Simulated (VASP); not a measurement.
Here is a VASP 6.6.1 calculation.

The input INCAR:

```
SYSTEM = NaI
  ALGO = Normal
  EDIFF = 1E-6
  ENCUT = 520
  GGA = PE
  ISIF = 2
  ISMEAR = 0
  LASPH = .TRUE.
  LCHARG = .FALSE.
  LREAL = .FALSE.
  LWAVE = .FALSE.
  NBANDS = 14
  NELM = 60
  PREC = Accurate
  SIGMA = 0.05
```

KPOINTS

```
k-points
0
G
  8 8 8
  0 0 0
```

The input POSCAR:

```
NaI
1.0
    0.0000000000      3.0455690039      3.6546828046
    3.0455690039      0.0000000000      3.6546828046
    3.0455690039      3.0455690039      0.0000000000
Na I
1 1
Direct
    0.0000000000      0.0000000000      0.0000000000
    0.5000000000      0.5000000000      0.5000000000
```

Potentials or basis: VASP PAW PBE potentials, release 64 (Na_pv, I).

Command:

```console
$ cat potpaw_PBE.64/Na_pv/POTCAR potpaw_PBE.64/I/POTCAR > POTCAR
$ mpirun -np 1 vasp_std > vasp.out
```

**Question.** What does it give for the pressure?

**Answer.** 1.7 GPa.

**Question.** Predict the band gap on the k mesh.

**Answer.** 3.72 eV, direct.

Stress tensor (GPa, compression positive):
```
 3.02  0.00  0.00
 0.00  3.02  0.00
 0.00  0.00 -0.98
```

Caveat: spin-orbit coupling is left out, which moves the levels of the heavy elements.
